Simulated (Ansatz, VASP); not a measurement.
## Ir: VASP beside Ansatz

```
Ir
1.0
     2.70529    0.00000    0.00000
    -1.35265    2.34285    0.00000
     0.00000    0.00000    4.38586
Ir
2
Direct
  0.66667 0.33333 0.75000
  0.33333 0.66667 0.25000
```

Alike in both runs: functional LDA; k mesh 18 × 18 × 10; no spin polarisation.

Ansatz relaxed the structure, and its values are those at the end. VASP's run is a single point on that final structure, the one shown.

|  | VASP | Ansatz |
| --- | --- | --- |
| version | VASP 6.6.1 | Ansatz 0.2.0 |
| potentials or method | VASP PAW LDA potentials, release 64 (Ir_sv_GW), cutoff 560 eV | plane waves, PAW |
| occupations | gaussian, width 0.1 eV | gaussian |
| valence electrons in the cell | 34 | 34 |

VASP gave:

| Property | Result |
| --- | --- |
| pressure (GPa) | -0.4 |

Problem. Estimate Ansatz's values.

Solution. Pressure (GPa): 0.0.

LDA's correlation is that of Perdew and Zunger in VASP and of Perdew and Wang (1992) in Ansatz.

Spin-orbit coupling is off throughout.
